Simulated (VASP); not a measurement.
# NbP2 (Fd-3m) in VASP: further runs

NbP2 is run at these levels: r2SCAN; tasks: single point, relaxation of cell and atoms.

All numbers are computed with VASP 6.6.1; they aren't measurements. Logs are shortened: lines on timing, memory, paths and dates and some standing lists are left out, and cuts for length are marked.

## Step 1: The cell of the first run

Symmetry: Fd-3m, No. 227, cubic system. The conventional cell has a = 7.023 Å, b = 7.023 Å, c = 7.023 Å, α = 90.00°, β = 90.00°, γ = 90.00°. Nb (site symmetry -43m) has 12 P at 2.91 Å and 4 Nb at 3.04 Å within 3.8 Å. P (site symmetry -3m) has 6 P at 2.48 Å and 6 Nb at 2.91 Å within 3.3 Å.

## Step 2: Single point, r2SCAN

The input, POSCAR:

```
NbP2
1.0
    0.0000000000      3.5114726301      3.5114726301
    3.5114726301      0.0000000000      3.5114726301
    3.5114726301      3.5114726301      0.0000000000
Nb P
2 4
Direct
    0.0000000000      0.0000000000      0.0000000000
    0.2500000000      0.2500000000      0.2500000000
    0.6250000000      0.6250000000      0.6250000000
    0.1250000000      0.6250000000      0.6250000000
    0.6250000000      0.6250000000      0.1250000000
    0.6250000000      0.1250000000      0.6250000000
```

The input, INCAR.step1:

```
PREC = Accurate
ENCUT = 520
ISMEAR = 0
SIGMA = 0.1
LREAL = False
LASPH = True
NELM = 100
NBANDS = 32
GGA = PE
ALGO = Normal
EDIFF = 1E-4
LWAVE = True
LCHARG = False
```

The input, INCAR.step2:

```
PREC = Accurate
ENCUT = 520
EDIFF = 1E-7
ISMEAR = 0
SIGMA = 0.1
LREAL = False
LASPH = True
NELM = 100
ALGO = Normal
ISIF = 2
LWAVE = False
LCHARG = True
METAGGA = R2SCAN
LMIXTAU = True
LELF = True
LVHAR = True
NBANDS = 32
ISTART = 1
```

The input, KPOINTS:

```
Automatic mesh
0
Gamma
  4 4 4
```

Potentials or basis: VASP PAW PBE potentials, release 64 (Nb_sv, P).

Started as:

```console
cat potpaw_PBE.64/Nb_sv/POTCAR potpaw_PBE.64/P/POTCAR > POTCAR
cp INCAR.step1 INCAR
mpirun -np 1 vasp_std > vasp.out
cp INCAR.step2 INCAR
mpirun -np 1 vasp_std > vasp.out
```

OUTCAR:

```text
PREC = Accurate
   ENCUT = 520
   EDIFF = 1E-7
   ISMEAR = 0
   LREAL = False
   LASPH = True
   NELM = 100
   ISIF = 2
   METAGGA = R2SCAN
   ISTART = 1

 ion  position               nearest neighbor table
   1  0.000  0.000  0.000-   3 2.91   3 2.91   3 2.91   4 2.91   5 2.91   6 2.91   5 2.91   5 2.91
                             6 2.91   6 2.91   4 2.91   4 2.91   2 3.04   2 3.04   2 3.04   2 3.04
   2  0.250  0.250  0.250-   4 2.91   5 2.91   6 2.91   3 2.91   3 2.91   3 2.91   5 2.91   5 2.91
                             6 2.91   4 2.91   4 2.91   6 2.91   1 3.04   1 3.04   1 3.04   1 3.04
   3  0.625  0.625  0.625-   4 2.48   5 2.48   6 2.48   5 2.48   6 2.48   4 2.48   1 2.91   2 2.91
                             1 2.91   2 2.91   1 2.91   2 2.91
   4  0.125  0.625  0.625-   3 2.48   5 2.48   6 2.48   3 2.48   5 2.48   6 2.48   1 2.91   2 2.91
                             2 2.91   1 2.91   2 2.91   1 2.91
   5  0.625  0.625  0.125-   3 2.48   3 2.48   4 2.48   6 2.48   6 2.48   4 2.48   1 2.91   2 2.91
                             1 2.91   2 2.91   1 2.91   2 2.91
   6  0.625  0.125  0.625-   3 2.48   5 2.48   3 2.48   4 2.48   5 2.48   4 2.48   1 2.91   2 2.91
                             1 2.91   2 2.91   1 2.91   2 2.91

  LATTYP: Found a face centered cubic cell.
 ALAT       =     7.0229452602

  Lattice vectors:

 A1 = (   0.0000000000,   3.5114726301,   3.5114726301)
 A2 = (   3.5114726301,   0.0000000000,   3.5114726301)
 A3 = (   3.5114726301,   3.5114726301,   0.0000000000)

Analysis of symmetry for initial positions (statically):
=====================================================================
 Subroutine PRICEL returns:
 Original cell was already a primitive cell.

 Routine SETGRP: Setting up the symmetry group for a
 face centered cubic supercell.

 Subroutine GETGRP returns: Found 48 space group operations
 (whereof 24 operations were pure point group operations)
 out of a pool of 48 trial point group operations.

The static configuration has the point symmetry T_d .
 The point group associated with its full space group is O_h .

Analysis of symmetry for dynamics (positions and initial velocities):
=====================================================================
 Subroutine PRICEL returns:
 Original cell was already a primitive cell.

 Routine SETGRP: Setting up the symmetry group for a
 face centered cubic supercell.

 Subroutine GETGRP returns: Found 48 space group operations
 (whereof 24 operations were pure point group operations)
 out of a pool of 48 trial point group operations.

The dynamic configuration has the point symmetry T_d .
 The point group associated with its full space group is O_h .

 Subroutine INISYM returns: Found 48 space group operations
 (whereof 24 operations are pure point group operations),
 and found     1 'primitive' translations

----------------------------------------------------------------------------------------

                                     Primitive cell

  volume of cell :      86.5960

  direct lattice vectors                    reciprocal lattice vectors
     0.000000000  3.511472630  3.511472630    -0.142390402  0.142390402  0.142390402
     3.511472630  0.000000000  3.511472630     0.142390402 -0.142390402  0.142390402
     3.511472630  3.511472630  0.000000000     0.142390402  0.142390402 -0.142390402

  length of vectors
     4.965972217  4.965972217  4.965972217     0.246627411  0.246627411  0.246627411

  position of ions in fractional coordinates (direct lattice)
     0.000000000  0.000000000  0.000000000
     0.250000000  0.250000000  0.250000000
     0.625000000  0.625000000  0.625000000
     0.125000000  0.625000000  0.625000000
     0.625000000  0.625000000  0.125000000
     0.625000000  0.125000000  0.625000000

  ion indices of the primitive-cell ions
   primitive index   ion index
                 1           1
                 2           2
                 3           3
                 4           4
                 5           5
                 6           6

----------------------------------------------------------------------------------------

 KPOINTS: Automatic mesh

Automatic generation of k-mesh.
 Grid dimensions read from file:
 generate k-points for:    4    4    4

 Generating k-lattice:

  Cartesian coordinates                     Fractional coordinates (reciprocal lattice)
    -0.035597601  0.035597601  0.035597601     0.250000000  0.000000000  0.000000000
     0.035597601 -0.035597601  0.035597601     0.000000000  0.250000000  0.000000000
     0.035597601  0.035597601 -0.035597601     0.000000000  0.000000000  0.250000000

  Length of vectors
     0.061656853  0.061656853  0.061656853

  Shift w.r.t. Gamma in fractional coordinates (k-lattice)
     0.000000000  0.000000000  0.000000000

 Subroutine IBZKPT returns following result:
 ===========================================

 Found      8 irreducible k-points:

 Following reciprocal coordinates:
            Coordinates               Weight
  0.000000  0.000000  0.000000      1.000000
  0.250000  0.000000  0.000000      8.000000
  0.500000  0.000000  0.000000      4.000000
  0.250000  0.250000  0.000000      6.000000
  0.500000  0.250000  0.000000     24.000000
 -0.250000  0.250000  0.000000     12.000000
  0.500000  0.500000  0.000000      3.000000
 -0.250000  0.500000  0.250000      6.000000
   k-points           NKPTS =      8   k-points in BZ     NKDIM =      8   number of bands    NBANDS=     32
   number of dos      NEDOS =    301   number of ions     NIONS =      6
   total plane-waves  NPLWV =  64000
   dimension x,y,z NGX =    40 NGY =   40 NGZ =   40
   dimension x,y,z NGXF=    80 NGYF=   80 NGZF=   80
   ions per type =               2   4
   NGX,Y,Z   is equivalent  to a cutoff of  13.39, 13.39, 13.39 a.u.
   NGXF,Y,Z  is equivalent  to a cutoff of  26.78, 26.78, 26.78 a.u.
 SYSTEM =  unknown system
   PREC   = accura    normal or accurate (medium, high low for compatibility)
   ISTART =      1    job   : 0-new  1-cont  2-samecut
   ICHARG =      0    charge: 1-file 2-atom 10-const
   ISPIN  =      1    spin polarized calculation?
   LNONCOLLINEAR =      F non collinear calculations
   LSORBIT =      F    spin-orbit coupling
   LASPH  =      T    aspherical Exc in radial PAW
   ENCUT  =  520.0 eV  38.22 Ry    6.18 a.u.   9.23  9.23  9.23*2*pi/ulx,y,z
   NELM   =    100;   NELMIN=  2; NELMDL=  0     # of ELM steps
   EDIFF  = 0.1E-06   stopping-criterion for ELM
   LREAL  =      F    real-space projection
   EDIFFG = 0.1E-05   stopping-criterion for IOM
   NSW    =      0    number of steps for IOM
   IBRION =     -1    ionic relax: 0-MD 1-quasi-New 2-CG
   NFREE  =      0    steps in history (QN), initial steepest desc. (CG)
   ISIF   =      2    stress and relaxation
   ISYM   =      2    0-nonsym 1-usesym 2-fastsym
   POTIM  = 0.5000    time-step for ionic-motion
   TEBEG  =    0.0;   TEEND  =   0.0 temperature during run
   PSTRESS=    0.0 pullay stress
   NELECT =      46.0000    total number of electrons
   NUPDOWN=      -1.0000    fix difference up-down
   EMIN   =  10.00;   EMAX   =-10.00  energy-range for DOS
   EFERMI =   0.00;   METHOD = LEGACY
   ISMEAR =     0;   SIGMA  =   0.10  broadening in eV -4-tet -1-fermi 0-gaus
   EFERMI_NEDOS =   21; number of points for ismear=-14 and -15
   IALGO  =     38    algorithm
   IMIX   =      4    mixing-type and parameters
     AMIX     =   0.40;   BMIX     =  1.00
     AMIX_MAG =   1.60;   BMIX_MAG =  1.00
  volume/ion in A,a.u.               =      14.43        97.40
  Fermi-wavevector in a.u.,A,eV,Ry     =   1.325851  2.505496 23.917432  1.757882
  Thomas-Fermi vector in A             =   2.455282
   LORBIT       =      0    0 simple, 1 ext, 2 COOP (PROOUT), +10 PAW based schemes
   METAGGA = R2SCAN    functional components
   LHFCALC =     F    Hartree Fock is set to
   AEXX    =    0.0000 exact exchange contribution
   IVDW    =     0    specifies the selected vdW correction
   LEPSILON=     F    determine dielectric tensor
   LRPA    =     F    only Hartree local field effects (RPA)
 non-spin polarized calculation
 Gauss-broadening in eV      SIGMA  =   0.10
  energy-cutoff  :      520.00
  volume of cell :       86.60
 maximum number of plane-waves:      2346
 NGX is ok and might be reduce to    40
   NGX = 19   NGY = 19   NGZ = 19

 number of electron      46.0000005 magnetization

 Free energy of the ion-electron system (eV)
  ---------------------------------------------------
  ext. energy  EPLUGINS =         0.00000000
  ---------------------------------------------------
  free energy    TOTEN  =       -83.04832742 eV

  energy without entropy =      -83.03009088  energy(sigma->0) =      -83.03920915

 E-fermi :  12.3404     XC(G=0): -13.1734

 val. band max:       12.3024153341   @ k =  -0.2500   0.2500   0.0000
 cond. band min:      12.4412525683   @ k =  -0.2500   0.2500   0.0000
 fundamental gap:      0.1388372342
 Fermi energy:        12.3404307732

 k-point     1 :       0.0000    0.0000    0.0000
  band No.  band energies     occupation
      1     -45.0504      2.00000
      2     -44.9352      2.00000
      3     -20.5256      2.00000
      4     -20.5256      2.00000
      5     -20.5256      2.00000
      6     -20.2341      2.00000
[... 24 lines left out ...]
     31      16.1040      0.00000
     32      16.1042      0.00000

 k-point     2 :       0.2500    0.0000    0.0000
  band No.  band energies     occupation
      1     -45.0383      2.00000
      2     -44.9473      2.00000
      3     -20.5451      2.00000
      4     -20.5451      2.00000
      5     -20.5305      2.00000
      6     -20.2382      2.00000
[... 24 lines left out ...]
     31      15.8337      0.00000
     32      16.0140      0.00000
[... 173 lines left out ...]
     31      15.9225      0.00000
     32      15.9225      0.00000

 k-point     8 :      -0.2500    0.5000    0.2500
  band No.  band energies     occupation
      1     -44.9928      2.00000
      2     -44.9928      2.00000
      3     -20.6044      2.00000
      4     -20.6044      2.00000
      5     -20.3848      2.00000
      6     -20.3848      2.00000
[... 24 lines left out ...]
     31      16.2765      0.00000
     32      16.2765      0.00000

------------------------ aborting loop because EDIFF is reached ----------------------------------------

  FORCE on cell =-STRESS in cart. coord.  units (eV):
  Direction    XX          YY          ZZ          XY          YZ          ZX
  --------------------------------------------------------------------------------------
  -------------------------------------------------------------------------------------
  Total       -0.0964640     -0.0964640     -0.0964640      0.0000000      0.0000000     -0.0000000
  in kB       -1.7847521     -1.7847521     -1.7847521      0.0000000      0.0000000     -0.0000000
  external PRESSURE =      -1.7847521 kB  Pullay stress =       0.0000000 kB

 VOLUME and BASIS-vectors are now :
 -----------------------------------------------------------------------------
  energy-cutoff  :      520.00
  volume of cell :       86.60
      direct lattice vectors                 reciprocal lattice vectors
     0.000000000  3.511472630  3.511472630    -0.142390402  0.142390402  0.142390402
     3.511472630  0.000000000  3.511472630     0.142390402 -0.142390402  0.142390402
     3.511472630  3.511472630  0.000000000     0.142390402  0.142390402 -0.142390402

 POSITION                                       TOTAL-FORCE (eV/Angst)
 -----------------------------------------------------------------------------------
      0.00000      0.00000      0.00000        -0.000000     -0.000000     -0.000000
      1.75574      1.75574      1.75574         0.000000      0.000000      0.000000
      4.38934      4.38934      4.38934         0.000000     -0.000000     -0.000000
      4.38934      2.63360      2.63360         0.000000     -0.000000     -0.000000
      2.63360      2.63360      4.38934         0.000000     -0.000000     -0.000000
      2.63360      4.38934      2.63360         0.000000     -0.000000      0.000000
 -----------------------------------------------------------------------------------
    total drift:                               -0.000000     -0.000000      0.000000

  FREE ENERGIE OF THE ION-ELECTRON SYSTEM (eV)
  ---------------------------------------------------
  free  energy   TOTEN  =       -83.0483274175 eV

  energy  without entropy=      -83.0300908844  energy(sigma->0) =      -83.03920915
```

Run time: 78 s. Hardware: 1 thread of Intel Xeon 6975P-C (Granite Rapids), shared host; peak memory 0.26 GiB.

Results:

```yaml
Free_energy: -83.0483 eV
Pressure: -0.2 GPa
Band_gap_on_the_k_mesh: zero (bands 23 and 24 overlap by 2.17 eV)
```

Caveat: the k points lie up to 0.39 Å⁻¹ apart, too coarse for converged energies and pressures of a metal; the PAW data sets were made with another functional, which shifts forces and pressure a little.

(Continued in part 2 of 2.)
